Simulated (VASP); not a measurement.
A run of VASP 6.6.1:

File INCAR:

```
ALGO     = Normal         # electronic algorithm
EDIFF    = 1E-6           # SCF threshold, eV
ENCUT    = 520            # plane-wave cutoff, eV
GGA      = PE             # functional
ISIF     = 2              # what is computed and relaxed
ISMEAR   = 0              # smearing method
LASPH    = T              # aspherical terms in the spheres
LCHARG   = F              # write CHGCAR
LDAU     = T              # DFT+U
LDAUJ    = 0 0          
LDAUL    = 2 -1           # shell
LDAUPRINT= 1            
LDAUTYPE = 2            
LDAUU    = 4 0            # U, eV
LMAXMIX  = 4              # l up to which the mixer works
LREAL    = F              # projectors in reciprocal space
LWAVE    = F              # write WAVECAR
NBANDS   = 33             # bands
NELM     = 150            # most SCF steps
PREC     = Accurate       # precision mode
SIGMA    = 0.05           # smearing width, eV
```

File KPOINTS:

```
k-points
0
Gamma
  8 8 8
```

POSCAR

```
TiO2
1.0
   -1.9089353641      1.9089353641      4.3384206190
    1.9089353641     -1.9089353641      4.3384206190
    1.9089353641      1.9089353641     -4.3384206190
Ti O
2 4
Direct
    0.0000000000      0.0000000000      0.0000000000
    0.7500000000      0.2500000000      0.5000000000
    0.2052765759      0.2052765759      0.0000000000
    0.9552765759      0.4552765759      0.5000000000
    0.5447234241      0.0447234241      0.5000000000
    0.7947234241      0.7947234241      0.0000000000
```

Potentials or basis: VASP PAW PBE potentials, release 64 (Ti_sv, O).

Run with:

```sh
$ cat potpaw_PBE.64/Ti_sv/POTCAR potpaw_PBE.64/O/POTCAR > POTCAR
$ mpirun -np 1 vasp_std > vasp.out
```

Hardware: 1 thread of Intel(R) Xeon(R) 6975P-C (Granite Rapids), on a shared host.

**Question.** Estimate the wall time of this run.

**Answer.** Run time: 89 s on 1 thread of Intel(R) Xeon(R) 6975P-C (Granite Rapids), with other jobs on the host, peak memory 0.28 GiB. Counts: scf iterations 16, k points 59.
